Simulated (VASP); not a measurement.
Write the native input for VASP 6.6.1 that does the following.

```yaml
Task: single point
Functional: PBE
Potentials_or_basis: VASP PAW PBE potentials, release 64 (Al, N)
Cutoff: 520 eV
k_mesh: 6 × 6 × 6
Occupations: gaussian, width 0.05 eV
Spin: no spin polarisation
Dipole_correction: no
Further_INCAR_settings: ALGO = Normal; EDIFF = 1e-06; NBANDS = 16
```

The structure of AlN lies in POSCAR:

```
AlN
1.0
    0.0000000000     -2.2015682416     -2.2015682416
   -2.2015682416      0.0000000000     -2.2015682416
    2.2015682416      2.2015682416     -4.4031364832
Al N
2 2
Direct
   -0.0086530626      0.0578887894      0.0035370201
    0.5157271028      0.4491852508      0.5035370201
    0.3572637463      0.4168886004      0.8681866750
    0.8791096036      0.8194847495      0.3681866750
```

This cell differs from its parent crystal: mode 4 frozen in at -0.154 Å and mode 10 at +0.060 Å (largest displacements).

One way to write it, as run:

INCAR

```
SYSTEM = AlN
PREC     = Accurate       ! precision mode
ENCUT    = 520            ! plane-wave cutoff, eV
EDIFF    = 1E-6           ! SCF threshold, eV
ISMEAR   = 0              ! smearing method
SIGMA    = 0.05           ! smearing width, eV
LREAL    = .FALSE.        ! projectors in reciprocal space
LASPH    = .TRUE.         ! aspherical terms in the spheres
NELM     = 100            ! most SCF steps
ALGO     = Normal         ! electronic algorithm
ISIF     = 2              ! what is computed and relaxed
LWAVE    = .FALSE.        ! write WAVECAR
LCHARG   = .TRUE.         ! write CHGCAR
GGA      = PE             ! functional
LELF     = .TRUE.         ! ELF
LVHAR    = .TRUE.       
NBANDS   = 16             ! bands
```

KPOINTS

```
Automatic mesh
0
G
  6 6 6
  0 0 0
```

Potentials or basis: VASP PAW PBE potentials, release 64 (Al, N).

The run is started by

```console
$ cat potpaw_PBE.64/Al/POTCAR potpaw_PBE.64/N/POTCAR > POTCAR
$ mpirun -np 1 vasp_std > vasp.out
```

It gave:

```json
{"Pressure": "-0.3 GPa", "Largest force": "1.684 eV/Å", "Band gap on the k mesh": "3.08 eV, indirect (least direct gap 3.64 eV)"}
```

Caveat: the cell differs from its parent crystal (mode 4 frozen in at -0.154 Å and mode 10 at +0.060 Å (largest displacements)); forces of over 1 eV/Å act on the atoms, so gaps and moduli don't describe the material at rest.

Wall time 53 s on 1 thread of AMD EPYC 7R43 64-Core Processor (Zen 3), with other jobs on the host, peak memory 0.16 GiB.
